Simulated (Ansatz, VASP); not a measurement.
# AlN in VASP and in Ansatz

```
CELL_PARAMETERS angstrom
3.11818 0.00000 0.00000
-1.55909 2.70042 0.00000
0.00000 0.00000 15.19836
ATOMIC_POSITIONS crystal
Al 0.00000 0.00000 0.18764
Al 0.00000 0.00000 0.68764
Al 0.33333 0.66667 0.52055
Al 0.66667 0.33333 0.02055
Al 0.33333 0.66667 0.85340
Al 0.66667 0.33333 0.35340
N 0.00000 0.00000 0.31279
N 0.00000 0.00000 0.81279
N 0.33333 0.66667 0.97926
N 0.66667 0.33333 0.47926
N 0.33333 0.66667 0.64637
N 0.66667 0.33333 0.14637
```

Alike in both runs: task relaxation of cell and atoms; functional PBE; k mesh 12 × 12 × 2; occupations gaussian, width 0.02 eV; no spin polarisation.

|  | VASP | Ansatz |
| --- | --- | --- |
| version | VASP 6.6.1 | Ansatz 0.2.0 |
| potentials or method | VASP PAW PBE potentials, release 64 (Al, N), cutoff 600 eV | scalar-relativistic, plane waves, PAW |
| valence electrons in the cell | 48 | 48 |

|  | VASP | Ansatz | Ansatz less VASP |
| --- | --- | --- | --- |
| gap on the k mesh at the Fermi level, each at its own relaxed structure (eV) | 3.80 | 3.80 | +0.003 |
| relaxed volume (Å³/atom) | 10.64 | 10.66 | +0.022 |
| relaxed cell length with the largest relative difference (Å) | 3.116 | 3.118 | +0.0022 |
